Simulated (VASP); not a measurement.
# IrS in VASP: further runs

The runs below take IrS through single point, with r2SCAN+U, r2SCAN.

Program: VASP 6.6.1. These are calculated values, not measurements. Logs are shortened: lines on timing, memory, paths and dates and some standing lists are left out, and cuts for length are marked.

## 1. The cell of the first run

The structure is cubic, space group Fm-3m (No. 225). Conventional cell: a = 4.921 Å, b = 4.921 Å, c = 4.921 Å, α = 90.00°, β = 90.00°, γ = 90.00°. Ir (site symmetry m-3m) has 6 S at 2.46 Å within 3.2 Å. S (site symmetry m-3m) has 6 Ir at 2.46 Å within 3.2 Å.

## 2. Single point, r2SCAN+U

The input, POSCAR:

```
IrS
1.0
    0.0000000000      2.4605182162      2.4605182162
    2.4605182162      0.0000000000      2.4605182162
    2.4605182162      2.4605182162      0.0000000000
Ir S
1 1
Direct
    0.5000000000      0.5000000000      0.5000000000
    0.0000000000      0.0000000000      0.0000000000
```

The input, INCAR.step1:

```
SYSTEM = IrS
PREC = Accurate
ENCUT = 520
ISMEAR = 0
SIGMA = 0.05
LREAL = .FALSE.
LASPH = .TRUE.
NELM = 150
LMAXMIX = 4
LDAU = .TRUE.
LDAUTYPE = 2
LDAUL = 2 -1
LDAUU = 4 0
LDAUJ = 0 0
NBANDS = 14
GGA = PE
ALGO = Normal
EDIFF = 1E-4
LWAVE = .TRUE.
LCHARG = .FALSE.
```

The input, INCAR.step2:

```
SYSTEM = IrS
PREC = Accurate
ENCUT = 520
EDIFF = 1E-6
ISMEAR = 0
SIGMA = 0.05
LREAL = .FALSE.
LASPH = .TRUE.
NELM = 150
ALGO = Normal
ISIF = 2
LWAVE = .FALSE.
LCHARG = .FALSE.
LMAXMIX = 4
LDAU = .TRUE.
LDAUTYPE = 2
LDAUL = 2 -1
LDAUU = 4 0
LDAUJ = 0 0
LDAUPRINT = 1
METAGGA = R2SCAN
LMIXTAU = .TRUE.
NBANDS = 14
ISTART = 1
```

The input, KPOINTS:

```
regular mesh
0
G
  12 12 12
  0 0 0
```

Potentials or basis: VASP PAW PBE potentials, release 64 (Ir, S).

Started as:

```
$ cat potpaw_PBE.64/Ir/POTCAR potpaw_PBE.64/S/POTCAR > POTCAR
$ cp INCAR.step1 INCAR
$ mpirun -np 1 vasp_std > vasp.out
$ cp INCAR.step2 INCAR
$ mpirun -np 1 vasp_std > vasp.out
```

OUTCAR:

```text
SYSTEM = IrS
   PREC = Accurate
   ENCUT = 520
   EDIFF = 1E-6
   ISMEAR = 0
   LREAL = .FALSE.
   LASPH = .TRUE.
   NELM = 150
   ISIF = 2
   METAGGA = R2SCAN
   ISTART = 1

 ion  position               nearest neighbor table
   1  0.500  0.500  0.500-   2 2.46   2 2.46   2 2.46   2 2.46   2 2.46   2 2.46
   2  0.000  0.000  0.000-   1 2.46   1 2.46   1 2.46   1 2.46   1 2.46   1 2.46

  LATTYP: Found a face centered cubic cell.
 ALAT       =     4.9210364324

  Lattice vectors:

 A1 = (   0.0000000000,   2.4605182162,   2.4605182162)
 A2 = (   2.4605182162,   0.0000000000,   2.4605182162)
 A3 = (   2.4605182162,   2.4605182162,   0.0000000000)

Analysis of symmetry for initial positions (statically):
=====================================================================
 Subroutine PRICEL returns:
 Original cell was already a primitive cell.

 Routine SETGRP: Setting up the symmetry group for a
 face centered cubic supercell.

 Subroutine GETGRP returns: Found 48 space group operations
 (whereof 48 operations were pure point group operations)
 out of a pool of 48 trial point group operations.

The static configuration has the point symmetry O_h .

Analysis of symmetry for dynamics (positions and initial velocities):
=====================================================================
 Subroutine PRICEL returns:
 Original cell was already a primitive cell.

 Routine SETGRP: Setting up the symmetry group for a
 face centered cubic supercell.

 Subroutine GETGRP returns: Found 48 space group operations
 (whereof 48 operations were pure point group operations)
 out of a pool of 48 trial point group operations.

The dynamic configuration has the point symmetry O_h .

 Subroutine INISYM returns: Found 48 space group operations
 (whereof 48 operations are pure point group operations),
 and found     1 'primitive' translations

----------------------------------------------------------------------------------------

                                     Primitive cell

  volume of cell :      29.7927

  direct lattice vectors                    reciprocal lattice vectors
     0.000000000  2.460518216  2.460518216    -0.203209225  0.203209225  0.203209225
     2.460518216  0.000000000  2.460518216     0.203209225 -0.203209225  0.203209225
     2.460518216  2.460518216  0.000000000     0.203209225  0.203209225 -0.203209225

  length of vectors
     3.479698232  3.479698232  3.479698232     0.351968702  0.351968702  0.351968702

  position of ions in fractional coordinates (direct lattice)
     0.500000000  0.500000000  0.500000000
     0.000000000  0.000000000  0.000000000

  ion indices of the primitive-cell ions
   primitive index   ion index
                 1           1
                 2           2

----------------------------------------------------------------------------------------

 KPOINTS: regular mesh

Automatic generation of k-mesh.
 Grid dimensions read from file:
 generate k-points for:   12   12   12

 Generating k-lattice:

  Cartesian coordinates                     Fractional coordinates (reciprocal lattice)
    -0.016934102  0.016934102  0.016934102     0.083333333  0.000000000  0.000000000
     0.016934102 -0.016934102  0.016934102     0.000000000  0.083333333  0.000000000
     0.016934102  0.016934102 -0.016934102     0.000000000  0.000000000  0.083333333

  Length of vectors
     0.029330725  0.029330725  0.029330725

  Shift w.r.t. Gamma in fractional coordinates (k-lattice)
     0.000000000  0.000000000  0.000000000

 Subroutine IBZKPT returns following result:
 ===========================================

 Found     72 irreducible k-points:

 Following reciprocal coordinates:
            Coordinates               Weight
  0.000000  0.000000  0.000000      1.000000
  0.083333  0.000000  0.000000      8.000000
  0.166667  0.000000  0.000000      8.000000
  0.250000  0.000000  0.000000      8.000000
  0.333333  0.000000  0.000000      8.000000
  0.416667  0.000000  0.000000      8.000000
[... 16 lines left out ...]
  0.500000  0.166667  0.000000     24.000000
 -0.416667  0.166667  0.000000     24.000000
 [... further k-points ...]
   k-points           NKPTS =     72   k-points in BZ     NKDIM =     72   number of bands    NBANDS=     14
   number of dos      NEDOS =    301   number of ions     NIONS =      2
   total plane-waves  NPLWV =  21952
   dimension x,y,z NGX =    28 NGY =   28 NGZ =   28
   dimension x,y,z NGXF=    56 NGYF=   56 NGZF=   56
   ions per type =               1   1
   NGX,Y,Z   is equivalent  to a cutoff of  13.38, 13.38, 13.38 a.u.
   NGXF,Y,Z  is equivalent  to a cutoff of  26.75, 26.75, 26.75 a.u.
 SYSTEM =  IrS
   PREC   = accura    normal or accurate (medium, high low for compatibility)
   ISTART =      1    job   : 0-new  1-cont  2-samecut
   ICHARG =      0    charge: 1-file 2-atom 10-const
   ISPIN  =      1    spin polarized calculation?
   LNONCOLLINEAR =      F non collinear calculations
   LSORBIT =      F    spin-orbit coupling
   LASPH  =      T    aspherical Exc in radial PAW
   ENCUT  =  520.0 eV  38.22 Ry    6.18 a.u.   6.47  6.47  6.47*2*pi/ulx,y,z
   NELM   =    150;   NELMIN=  2; NELMDL=  0     # of ELM steps
   EDIFF  = 0.1E-05   stopping-criterion for ELM
   LREAL  =      F    real-space projection
   EDIFFG = 0.1E-04   stopping-criterion for IOM
   NSW    =      0    number of steps for IOM
   IBRION =     -1    ionic relax: 0-MD 1-quasi-New 2-CG
   NFREE  =      0    steps in history (QN), initial steepest desc. (CG)
   ISIF   =      2    stress and relaxation
   ISYM   =      2    0-nonsym 1-usesym 2-fastsym
   POTIM  = 0.5000    time-step for ionic-motion
   TEBEG  =    0.0;   TEEND  =   0.0 temperature during run
   PSTRESS=    0.0 pullay stress
   NELECT =      15.0000    total number of electrons
   NUPDOWN=      -1.0000    fix difference up-down
   EMIN   =  10.00;   EMAX   =-10.00  energy-range for DOS
   EFERMI =   0.00;   METHOD = LEGACY
   ISMEAR =     0;   SIGMA  =   0.05  broadening in eV -4-tet -1-fermi 0-gaus
   EFERMI_NEDOS =   21; number of points for ismear=-14 and -15
   IALGO  =     38    algorithm
   IMIX   =      4    mixing-type and parameters
     AMIX     =   0.40;   BMIX     =  1.00
     AMIX_MAG =   1.60;   BMIX_MAG =  1.00
  volume/ion in A,a.u.               =      14.90       100.53
  Fermi-wavevector in a.u.,A,eV,Ry     =   1.302373  2.461128 23.077862  1.696175
  Thomas-Fermi vector in A             =   2.433445
   LORBIT       =      0    0 simple, 1 ext, 2 COOP (PROOUT), +10 PAW based schemes
 LDA+U is selected, type is set to LDAUTYPE =  2
   angular momentum for each species LDAUL =     2   -1
   U (eV)           for each species LDAUU =   4.0  0.0
   J (eV)           for each species LDAUJ =   0.0  0.0
   METAGGA = R2SCAN    functional components
   LHFCALC =     F    Hartree Fock is set to
   AEXX    =    0.0000 exact exchange contribution
   IVDW    =     0    specifies the selected vdW correction
   LEPSILON=     F    determine dielectric tensor
   LRPA    =     F    only Hartree local field effects (RPA)
 non-spin polarized calculation
 Gauss-broadening in eV      SIGMA  =   0.05
  energy-cutoff  :      520.00
  volume of cell :       29.79
 maximum number of plane-waves:       821
 NGX is ok and might be reduce to    28
   NGX = 13   NGY = 13   NGZ = 13

atom =   1  type =  1  l = 2

 onsite density matrix

spin component  1

  0.9319 -0.0000  0.0000  0.0000  0.0000
 -0.0000  0.9319  0.0000 -0.0000 -0.0000
  0.0000  0.0000  0.5171  0.0000 -0.0000
  0.0000 -0.0000  0.0000  0.9319 -0.0000
  0.0000 -0.0000 -0.0000 -0.0000  0.5171

spin component  2

  0.9319 -0.0000  0.0000  0.0000  0.0000
 -0.0000  0.9319  0.0000 -0.0000 -0.0000
  0.0000  0.0000  0.5171  0.0000 -0.0000
  0.0000 -0.0000  0.0000  0.9319 -0.0000
  0.0000 -0.0000 -0.0000 -0.0000  0.5171

 occupancies and eigenvectors

  o =  0.5171  v =  0.0000  0.0000 -0.9999 -0.0000 -0.0140  0.0000  0.0000  0.0000  0.0000  0.0000      0.0000  0.0000  0.0000  0.0000  0.0000  0.0000  0.0000  0.0000  0.0000  0.0000
  o =  0.5171  v =  0.0000  0.0000  0.0000  0.0000  0.0000  0.0000  0.0000 -0.9999 -0.0000 -0.0140      0.0000  0.0000  0.0000  0.0000  0.0000  0.0000  0.0000  0.0000  0.0000  0.0000
  o =  0.5171  v =  0.0000 -0.0000 -0.0140  0.0000  0.9999  0.0000  0.0000  0.0000  0.0000  0.0000      0.0000  0.0000  0.0000  0.0000  0.0000  0.0000  0.0000  0.0000  0.0000  0.0000
  o =  0.5171  v =  0.0000  0.0000  0.0000  0.0000  0.0000  0.0000 -0.0000 -0.0140  0.0000  0.9999      0.0000  0.0000  0.0000  0.0000  0.0000  0.0000  0.0000  0.0000  0.0000  0.0000
  o =  0.9319  v =  0.0000  0.0000  0.0000  0.0000  0.0000  0.0000 -0.9996 -0.0000  0.0282 -0.0000      0.0000  0.0000  0.0000  0.0000  0.0000  0.0000  0.0000  0.0000  0.0000  0.0000
  o =  0.9319  v =  0.0000 -0.9996 -0.0000  0.0282 -0.0000  0.0000  0.0000  0.0000  0.0000  0.0000      0.0000  0.0000  0.0000  0.0000  0.0000  0.0000  0.0000  0.0000  0.0000  0.0000
  o =  0.9319  v =  0.0000  0.0000  0.0000  0.0000  0.0000  0.0000  0.0282 -0.0000  0.9996 -0.0000      0.0000  0.0000  0.0000  0.0000  0.0000  0.0000  0.0000  0.0000  0.0000  0.0000
  o =  0.9319  v =  0.0000  0.0282 -0.0000  0.9996 -0.0000  0.0000  0.0000  0.0000  0.0000  0.0000      0.0000  0.0000  0.0000  0.0000  0.0000  0.0000  0.0000  0.0000  0.0000  0.0000
  o =  0.9319  v =  1.0000  0.0000  0.0000  0.0000  0.0000  0.0000  0.0000  0.0000  0.0000  0.0000      0.0000  0.0000  0.0000  0.0000  0.0000  0.0000  0.0000  0.0000  0.0000  0.0000
  o =  0.9319  v =  0.0000  0.0000  0.0000  0.0000  0.0000  1.0000  0.0000  0.0000  0.0000  0.0000      0.0000  0.0000  0.0000  0.0000  0.0000  0.0000  0.0000  0.0000  0.0000  0.0000

 number of electron      15.0000001 magnetization

 Free energy of the ion-electron system (eV)
  ---------------------------------------------------
  ext. energy  EPLUGINS =         0.00000000
  ---------------------------------------------------
  free energy    TOTEN  =       -56.53492280 eV

  energy without entropy =      -56.53243028  energy(sigma->0) =      -56.53367654

 E-fermi :   8.6868     XC(G=0): -13.1646

 val. band max:        8.6838411725   @ k =  -0.4167   0.3333   0.1667
 cond. band min:       8.6968301126   @ k =  -0.2500   0.2500   0.0833
 fundamental gap:      0.0129889401
 Fermi energy:         8.6868409603

 k-point     1 :       0.0000    0.0000    0.0000
  band No.  band energies     occupation
      1      -8.1209      2.00000
      2       4.2439      2.00000
      3       4.2440      2.00000
      4       4.2440      2.00000
      5       6.0030      2.00000
      6       6.0031      2.00000
      7       6.3775      2.00000
      8       6.3775      2.00000
      9       6.3775      2.00000
     10      12.2329      0.00000
     11      20.1188      0.00000
     12      21.2617      0.00000
     13      21.2617      0.00000
     14      21.2617      0.00000

 k-point     2 :       0.0833    0.0000    0.0000
  band No.  band energies     occupation
      1      -8.0136      2.00000
      2       3.9349      2.00000
      3       4.2129      2.00000
      4       4.2130      2.00000
      5       5.2104      2.00000
      6       5.2104      2.00000
      7       6.2320      2.00000
      8       7.4360      2.00000
      9       7.4360      2.00000
     10      12.7599      0.00000
     11      19.5798      0.00000
     12      21.0608      0.00000
     13      21.0608      0.00000
     14      21.5957      0.00000
[... 343 lines left out ...]
      1      -6.0669      2.00000
      2       0.1024      2.00000
      3       2.1730      2.00000
      4       2.5549      2.00000
      5       5.6552      2.00000
      6       6.2209      2.00000
      7       6.7651      2.00000
      8      11.1726      0.00000
      9      11.5276      0.00000
     10      14.2009      0.00000
     11      15.5824      0.00000
     12      18.0381      0.00000
     13      19.0812      0.00000
     14      23.1022      0.00000

 k-point    24 :      -0.4167    0.1667    0.0000
  band No.  band energies     occupation
      1      -5.9878      2.00000
      2      -0.0331      2.00000
      3       2.1719      2.00000
      4       2.3957      2.00000
      5       5.9805      2.00000
      6       6.0884      2.00000
      7       6.7711      2.00000
      8      10.7111      0.00000
      9      12.3536      0.00000
     10      13.9187      0.00000
     11      16.3575      0.00000
     12      17.4765      0.00000
     13      18.9153      0.00000
     14      22.0904      0.00000

 [... further k-points ...]

------------------------ aborting loop because EDIFF is reached ----------------------------------------

  FORCE on cell =-STRESS in cart. coord.  units (eV):
  Direction    XX          YY          ZZ          XY          YZ          ZX
  --------------------------------------------------------------------------------------
  -------------------------------------------------------------------------------------
  Total       -0.0285305     -0.0285305     -0.0285305      0.0000000      0.0000000     -0.0000000
  in kB       -1.5342976     -1.5342976     -1.5342976      0.0000000      0.0000000     -0.0000000
  external PRESSURE =      -1.5342976 kB  Pullay stress =       0.0000000 kB

 VOLUME and BASIS-vectors are now :
 -----------------------------------------------------------------------------
  energy-cutoff  :      520.00
  volume of cell :       29.79
      direct lattice vectors                 reciprocal lattice vectors
     0.000000000  2.460518216  2.460518216    -0.203209225  0.203209225  0.203209225
     2.460518216  0.000000000  2.460518216     0.203209225 -0.203209225  0.203209225
     2.460518216  2.460518216  0.000000000     0.203209225  0.203209225 -0.203209225

 POSITION                                       TOTAL-FORCE (eV/Angst)
 -----------------------------------------------------------------------------------
      2.46052      2.46052      2.46052        -0.000000     -0.000000      0.000000
      0.00000      0.00000      0.00000         0.000000      0.000000     -0.000000
 -----------------------------------------------------------------------------------
    total drift:                                0.000000      0.000000      0.000000

  FREE ENERGIE OF THE ION-ELECTRON SYSTEM (eV)
  ---------------------------------------------------
  free  energy   TOTEN  =       -56.5349227965 eV

  energy  without entropy=      -56.5324302835  energy(sigma->0) =      -56.53367654
```

Run time: 1.8 min. Hardware: 1 thread of Intel Xeon Platinum 8488C (Sapphire Rapids), shared host; peak memory 0.19 GiB.

Results:

* Free energy: -56.5349 eV
* Pressure: -0.2 GPa
* Band gap on the k mesh: zero (an odd number of electrons rules out a gap without spin polarisation)

Eigenvalues of the final occupation matrices:
```tsv
site	spin	trace	eigenvalues
site 1 d	1	3.83	0.52 0.52 0.93 0.93 0.93
site 1 d	2	3.83	0.52 0.52 0.93 0.93 0.93
```

Caveat: the PAW data sets were made with another functional, which shifts forces and pressure a little; spin-orbit coupling is left out, which moves the levels of the heavy elements; U without spin polarisation on a metal has little footing.

## 3. Single point, r2SCAN (atom 2 (S) moved 0.08 Å along z)

POSCAR: that of step 2 with these lines changed.

```diff
@@ -9,2 +9,2 @@
     0.5000000000      0.5000000000      0.5000000000
-    0.0000000000      0.0000000000      0.0000000000
+    0.0162567380      0.0162567380     -0.0162567380
```

The input, INCAR.step1:

```
SYSTEM = IrS
PREC = Accurate ; ENCUT = 520
ISMEAR = 0 ; SIGMA = 0.05
LREAL = .FALSE. ; LASPH = .TRUE.
NELM = 60 ; NBANDS = 14
GGA = PE ; ALGO = Normal
EDIFF = 1E-4 ; LWAVE = .TRUE.
LCHARG = .FALSE.
```

The input, INCAR.step2:

```
SYSTEM = IrS
PREC = Accurate ; ENCUT = 520
EDIFF = 1E-6 ; ISMEAR = 0
SIGMA = 0.05 ; LREAL = .FALSE.
LASPH = .TRUE. ; NELM = 60
ALGO = Normal ; ISIF = 2
LWAVE = .FALSE. ; LCHARG = .TRUE.
METAGGA = R2SCAN ; LMIXTAU = .TRUE.
LELF = .TRUE. ; LVHAR = .TRUE.
NBANDS = 14 ; ISTART = 1
```

The input, KPOINTS:

```
Automatic mesh
0
G
  12 12 12
  0 0 0
```

Potentials or basis: VASP PAW PBE potentials, release 64 (Ir, S).

Started as:

```
$ cat potpaw_PBE.64/Ir/POTCAR potpaw_PBE.64/S/POTCAR > POTCAR
$ cp INCAR.step1 INCAR
$ mpirun -np 1 vasp_std > vasp.out
$ cp INCAR.step2 INCAR
$ mpirun -np 1 vasp_std > vasp.out
```

Wall time 4.6 min (1 thread of Intel Xeon Platinum 8488C (Sapphire Rapids), shared host); peak memory 0.22 GiB.

The run converged. Its results:

```
Free energy            : -59.7079 eV
Pressure               : 1.6 GPa
Largest force          : 0.068 eV/Å
Band gap on the k mesh : zero (an odd number of electrons rules out a gap without spin polarisation)
```

Forces in eV/Å, atoms in the order of the input:
```
Ir   0.000  0.000 -0.068
S    0.000  0.000  0.068
```

Stress tensor (GPa, compression positive):
```
0.88 0.00 0.00
0.00 0.88 0.00
0.00 0.00 3.03
```

Levels at points of the mesh, in eV from the Fermi level:
| k point | band 4 | band 5 | band 6 | band 7 | band 8 | band 9 | band 10 | band 11 | band 12 | band 13 |
| --- | --- | --- | --- | --- | --- | --- | --- | --- | --- | --- |
| (0.00, 0.00, 0.00) | -3.44 | -3.26 | -2.98 | -2.31 | -2.31 | -2.06 | 3.29 | 11.05 | 13.04 | 13.04 |
| (0.50, 0.00, 0.00) | -6.62 | -1.41 | -1.40 | -0.76 | 3.48 | 4.39 | 4.63 | 6.91 | 6.94 | 11.25 |
| (0.50, 0.50, 0.00) | -4.19 | -4.19 | -2.13 | -0.87 | -0.87 | -0.12 | 1.83 | 10.77 | 12.63 | 15.14 |
| (0.00, 0.50, 0.50) | -4.29 | -3.93 | -2.07 | -0.87 | -0.84 | -0.04 | 1.79 | 10.74 | 12.58 | 15.10 |

Caveat: the cell differs from its parent crystal (atom 2 (S) moved 0.08 Å along z); the PAW data sets were made with another functional, which shifts forces and pressure a little; spin-orbit coupling is left out, which moves the levels of the heavy elements.
